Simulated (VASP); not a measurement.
# CdS (P6_3mc) in VASP: a series of runs, part 2 of 2

VASP 6.6.1.

## 3. Single point, r2SCAN (in-plane strain +0.02, then relaxed in part)

POSCAR reads:

```
CdS
1.0
    4.2470699643      0.0000000000      0.0000000000
   -2.1235349821      3.6780704807      0.0000000000
    0.0000000000      0.0000000000      6.6351437562
Cd S
2 2
Direct
    0.3333333333      0.6666666667     -0.0055809823
    0.6666666667      0.3333333333      0.4944190177
    0.3333333333      0.6666666667      0.3805809823
    0.6666666667      0.3333333333      0.8805809823
```

INCAR.step1 reads:

```
ALGO = Normal
EDIFF = 1E-4
ENCUT = 520
GGA = PE
ISMEAR = 0
LASPH = T
LCHARG = F
LREAL = F
LWAVE = T
NBANDS = 26
NELM = 100
PREC = Accurate
SIGMA = 0.01
```

INCAR.step2 reads:

```
ALGO = Normal
EDIFF = 1E-6
ENCUT = 520
ISIF = 2
ISMEAR = 0
ISTART = 1
LASPH = T
LCHARG = T
LELF = T
LMIXTAU = T
LREAL = F
LVHAR = T
LWAVE = F
METAGGA = R2SCAN
NBANDS = 26
NELM = 100
PREC = Accurate
SIGMA = 0.01
```

KPOINTS reads:

```
k-points
0
Gamma
  6 6 4
```

Potentials or basis: VASP PAW PBE potentials, release 64 (Cd, S).

Command:

```
$ cat potpaw_PBE.64/Cd/POTCAR potpaw_PBE.64/S/POTCAR > POTCAR
$ cp INCAR.step1 INCAR
$ mpirun -np 1 vasp_std > vasp.out
$ cp INCAR.step2 INCAR
$ mpirun -np 1 vasp_std > vasp.out
```

OUTCAR:

```text
EDIFF = 1E-6
   ENCUT = 520
   ISIF = 2
   ISMEAR = 0
   ISTART = 1
   LASPH = T
   LREAL = F
   METAGGA = R2SCAN
   NELM = 100
   PREC = Accurate

 ion  position               nearest neighbor table
   1  0.333  0.667  0.994-   3 2.56   4 2.57   4 2.57   4 2.57
   2  0.667  0.333  0.494-   4 2.56   3 2.57   3 2.57   3 2.57
   3  0.333  0.667  0.381-   1 2.56   2 2.57   2 2.57   2 2.57
   4  0.667  0.333  0.881-   2 2.56   1 2.57   1 2.57   1 2.57

[... 804 lines left out ...]

  FORCE on cell =-STRESS in cart. coord.  units (eV):
  Direction    XX          YY          ZZ          XY          YZ          ZX
  --------------------------------------------------------------------------------------
  -------------------------------------------------------------------------------------
  Total       -0.9793487     -0.9793487      0.1887033     -0.0000000      0.0000000      0.0000000
  in kB      -15.1386839    -15.1386839      2.9169593     -0.0000000      0.0000000      0.0000000
  external PRESSURE =      -9.1201361 kB  Pullay stress =       0.0000000 kB

 VOLUME and BASIS-vectors are now :
 -----------------------------------------------------------------------------
  energy-cutoff  :      520.00
  volume of cell :      103.65
      direct lattice vectors                 reciprocal lattice vectors
     4.247069964  0.000000000  0.000000000     0.235456446  0.135940843  0.000000000
    -2.123534982  3.678070481  0.000000000     0.000000000  0.271881685  0.000000000
     0.000000000  0.000000000  6.635143756     0.000000000  0.000000000  0.150712635

 POSITION                                       TOTAL-FORCE (eV/Angst)
 -----------------------------------------------------------------------------------
     -0.00000      2.45205      6.59811         0.000000      0.000000     -0.002329
      2.12353      1.22602      3.28054        -0.000000     -0.000000     -0.002329
     -0.00000      2.45205      2.52521         0.000000      0.000000      0.002329
      2.12353      1.22602      5.84278         0.000000     -0.000000      0.002329
 -----------------------------------------------------------------------------------
    total drift:                               -0.000000      0.000000     -0.008109

  FREE ENERGIE OF THE ION-ELECTRON SYSTEM (eV)
  ---------------------------------------------------
  free  energy   TOTEN  =       -59.3619888987 eV

  energy  without entropy=      -59.3619888987  energy(sigma->0) =      -59.36198890
```

OUTCAR.step1:

```text
EDIFF = 1E-4
   ENCUT = 520
   GGA = PE
   ISMEAR = 0
[... 835 lines left out ...]
     -0.00000      2.45205      6.59811         0.000000      0.000000      0.002596
      2.12353      1.22602      3.28054        -0.000000     -0.000000      0.002596
     -0.00000      2.45205      2.52521        -0.000000     -0.000000     -0.002596
      2.12353      1.22602      5.84278         0.000000      0.000000     -0.002596
 -----------------------------------------------------------------------------------
    total drift:                               -0.000000      0.000000     -0.000606

  FREE ENERGIE OF THE ION-ELECTRON SYSTEM (eV)
  ---------------------------------------------------
  free  energy   TOTEN  =       -12.2797406888 eV

  energy  without entropy=      -12.2797406888  energy(sigma->0) =      -12.27974069
```

OSZICAR.step1:

```text
N       E                     dE             d eps       ncg     rms          rms(c)
DAV:   1     0.244336166624E+03    0.24434E+03   -0.17421E+04  1092   0.126E+03
DAV:   2     0.392270259727E+00   -0.24394E+03   -0.23571E+03  1226   0.315E+02
DAV:   3    -0.132383596217E+02   -0.13631E+02   -0.13548E+02  1288   0.742E+01
DAV:   4    -0.133827632444E+02   -0.14440E+00   -0.14426E+00  1234   0.742E+00
DAV:   5    -0.133850079542E+02   -0.22447E-02   -0.22444E-02  1326   0.928E-01    0.104E+01
DAV:   6    -0.123014411334E+02    0.10836E+01   -0.19441E+00  1444   0.139E+01    0.837E+00
DAV:   7    -0.122818193143E+02    0.19622E-01   -0.66983E-01  1150   0.435E+00    0.399E+00
DAV:   8    -0.122806652913E+02    0.11540E-02   -0.73908E-02  1172   0.267E+00    0.480E-01
DAV:   9    -0.122792708087E+02    0.13945E-02   -0.13020E-02  1212   0.137E+00    0.137E-01
DAV:  10    -0.122795808410E+02   -0.31003E-03   -0.11704E-03  1162   0.312E-01    0.119E-01
DAV:  11    -0.122797524009E+02   -0.17156E-03   -0.26934E-04  1072   0.115E-01    0.667E-02
DAV:  12    -0.122797406888E+02    0.11712E-04   -0.11378E-04   788   0.852E-02
   1 F= -.12279741E+02 E0= -.12279741E+02  d E =-.600509E-43
```

It took 4.8 min on 1 thread of Intel Xeon 8259CL, shared host; peak memory 0.25 GiB.

What came out:

* Free energy: -59.3620 eV
* Pressure: -0.9 GPa
* Band gap on the k mesh: 1.56 eV

Forces in eV/Å, atoms in the order of the input:
```
Cd   0.000  0.000 -0.002
Cd   0.000  0.000 -0.002
S    0.000  0.000  0.002
S    0.000  0.000  0.002
```

Levels at points of the mesh, in eV from the valence-band top:
```csv
k point,band 14,band 15,band 16,band 17,band 18,band 19,band 20,band 21,band 22,band 23
"(0.00, 0.00, 0.00)",-0.83,-0.83,-0.07,-0.07,0.00,1.56,2.88,6.80,6.80,7.71
"(0.50, 0.00, 0.00)",-3.38,-2.49,-1.91,-1.18,-0.79,4.03,4.11,5.57,6.91,7.56
"(0.00, 0.00, 0.50)",-2.26,-0.46,-0.46,-0.46,-0.46,3.11,3.11,6.67,6.67,7.11
"(0.50, 0.00, 0.50)",-4.01,-1.38,-1.38,-1.14,-1.14,3.91,3.91,5.74,5.74,8.23
```

Caveat: the cell differs from its parent crystal (in-plane strain +0.02, then relaxed in part); the PAW data sets were made with another functional, which shifts forces and pressure a little.

## 4. Single point, r2SCAN (film at in-plane strain +0.02)

POSCAR is that of step 3.

INCAR.step1 reads:

```
SYSTEM = CdS
ALGO = Normal ; EDIFF = 1E-4
ENCUT = 520 ; GGA = PE
ISMEAR = 0 ; LASPH = .True.
LCHARG = .False. ; LREAL = .False.
LWAVE = .True. ; NBANDS = 26
NELM = 80 ; PREC = Accurate
SIGMA = 0.01
```

INCAR.step2 reads:

```
SYSTEM = CdS
ALGO = Normal ; EDIFF = 1E-6
ENCUT = 520 ; ISIF = 2
ISMEAR = 0 ; ISTART = 1
LASPH = .True. ; LCHARG = .False.
LMIXTAU = .True. ; LREAL = .False.
LWAVE = .False. ; METAGGA = R2SCAN
NBANDS = 26 ; NELM = 80
PREC = Accurate ; SIGMA = 0.01
```

KPOINTS reads:

```
k-points
0
Gamma
  6 6 4
  0 0 0
```

Command:

```
$ cat potpaw_PBE.64/Cd/POTCAR potpaw_PBE.64/S/POTCAR > POTCAR
$ cp INCAR.step1 INCAR
$ mpirun -np 1 vasp_std > vasp.out
$ cp INCAR.step2 INCAR
$ mpirun -np 1 vasp_std > vasp.out
```

Run time: 4.7 min. Hardware: 1 thread of Intel Xeon 8259CL, shared host; peak memory 0.25 GiB.

Results (log left out):

| Quantity | Value |
| --- | --- |
| Free energy | -59.3620 eV |
| Pressure | -0.9 GPa |
| Band gap on the k mesh | 1.56 eV |

Forces on the atoms (eV/Å):
```
Cd   0.000  0.000 -0.002
Cd   0.000  0.000 -0.002
S    0.000  0.000  0.002
S    0.000  0.000  0.002
```

Stress tensor (GPa, compression positive):
```
-1.51  0.00  0.00
 0.00 -1.51  0.00
 0.00  0.00  0.29
```

Levels at points of the mesh, in eV from the valence-band top:
```
           k point  band 14  band 15  band 16  band 17  band 18  band 19  band 20  band 21  band 22  band 23
(0.00, 0.00, 0.00)    -0.83    -0.83    -0.07    -0.07     0.00     1.56     2.88     6.80     6.80     7.71
(0.50, 0.00, 0.00)    -3.38    -2.49    -1.91    -1.18    -0.79     4.03     4.11     5.57     6.91     7.56
(0.00, 0.00, 0.50)    -2.26    -0.46    -0.46    -0.46    -0.46     3.11     3.11     6.67     6.67     7.11
(0.50, 0.00, 0.50)    -4.01    -1.38    -1.38    -1.14    -1.14     3.91     3.91     5.74     5.74     8.23
```

Caveat: the cell differs from its parent crystal (film at in-plane strain +0.02); the PAW data sets were made with another functional, which shifts forces and pressure a little.

## 5. Single point, r2SCAN (in-plane strain +0.02)

POSCAR reads:

```
CdS
1.0
    4.2470699643      0.0000000000      0.0000000000
   -2.1235349821      3.6780704807      0.0000000000
    0.0000000000      0.0000000000      6.6850533342
Cd S
2 2
Direct
    0.3333333333      0.6666666667     -0.0009613637
    0.6666666667      0.3333333333      0.4990386363
    0.3333333333      0.6666666667      0.3759613637
    0.6666666667      0.3333333333      0.8759613637
```

INCAR.step1 reads:

```
ALGO = Normal
EDIFF = 1E-4
ENCUT = 520
GGA = PE
ISMEAR = 0
LASPH = True
LCHARG = False
LREAL = False
LWAVE = True
NBANDS = 26
NELM = 80
PREC = Accurate
SIGMA = 0.01
```

INCAR.step2 reads:

```
ALGO = Normal
EDIFF = 1E-6
ENCUT = 520
ISIF = 2
ISMEAR = 0
ISTART = 1
LASPH = True
LCHARG = True
LELF = True
LMIXTAU = True
LREAL = False
LVHAR = True
LWAVE = False
METAGGA = R2SCAN
NBANDS = 26
NELM = 80
PREC = Accurate
SIGMA = 0.01
```

KPOINTS reads:

```
k-points
0
Gamma
  6 6 4
```

Command:

```
$ cat potpaw_PBE.64/Cd/POTCAR potpaw_PBE.64/S/POTCAR > POTCAR
$ cp INCAR.step1 INCAR
$ mpirun -np 1 vasp_std > vasp.out
$ cp INCAR.step2 INCAR
$ mpirun -np 1 vasp_std > vasp.out
```

It took 4.4 min on 1 thread of Intel Xeon 8259CL, shared host; peak memory 0.25 GiB.

Results (log left out):

| Quantity | Value |
| --- | --- |
| Free energy | -59.3511 eV |
| Pressure | -1.2 GPa |
| Largest force | 0.230 eV/Å |
| Band gap on the k mesh | 1.56 eV |

Forces in eV/Å, atoms in the order of the input:
```
Cd   0.000  0.000 -0.230
Cd   0.000  0.000 -0.230
S    0.000  0.000  0.230
S    0.000  0.000  0.230
```

Stress tensor (GPa, compression positive):
```
-2.23  0.00  0.00
 0.00 -2.23  0.00
 0.00  0.00  0.90
```

Levels at points of the mesh, in eV from the valence-band top:
```tsv
k point	band 15	band 16	band 17	band 18	band 19	band 20	band 21	band 22
(0.00, 0.00, 0.00)	-0.81	-0.03	-0.03	0.00	1.56	3.02	6.85	6.85
(0.50, 0.00, 0.00)	-2.51	-1.84	-1.21	-0.69	4.10	4.11	5.54	6.85
(0.00, 0.00, 0.50)	-0.44	-0.44	-0.44	-0.44	3.16	3.16	6.70	6.70
(0.50, 0.00, 0.50)	-1.30	-1.30	-1.18	-1.18	3.88	3.88	5.81	5.81
```

Caveat: the cell differs from its parent crystal (in-plane strain +0.02); the PAW data sets were made with another functional, which shifts forces and pressure a little.

## 6. The runs side by side

| cell | gap on the mesh (eV) | pressure (GPa) |
| --- | --- | --- |
| a = 4.205, b = 4.205, c = 6.702 Å, angles 90.0, 90.0, 120.0°, 4 atoms, film at in-plane strain +0.01 | 1.61 | -0.3 |
| a = 4.247, b = 4.247, c = 6.635 Å, angles 90.0, 90.0, 120.0°, 4 atoms, film at in-plane strain +0.02 | 1.56 | -0.9 |
| a = 4.247, b = 4.247, c = 6.685 Å, angles 90.0, 90.0, 120.0°, 4 atoms, in-plane strain +0.02 | 1.56 | -1.2 |

Alike in all rows: task single point; level r2SCAN; potentials or basis VASP PAW PBE potentials, release 64 (Cd, S); no spin polarisation; k mesh 6 × 6 × 4; cutoff (eV) 520; smearing gaussian 0.01 eV.

Caveats: the PAW data sets were made with another functional, which shifts forces and pressure a little.

Total energies depend on the potentials used, so only differences within one code and one set of settings carry meaning.
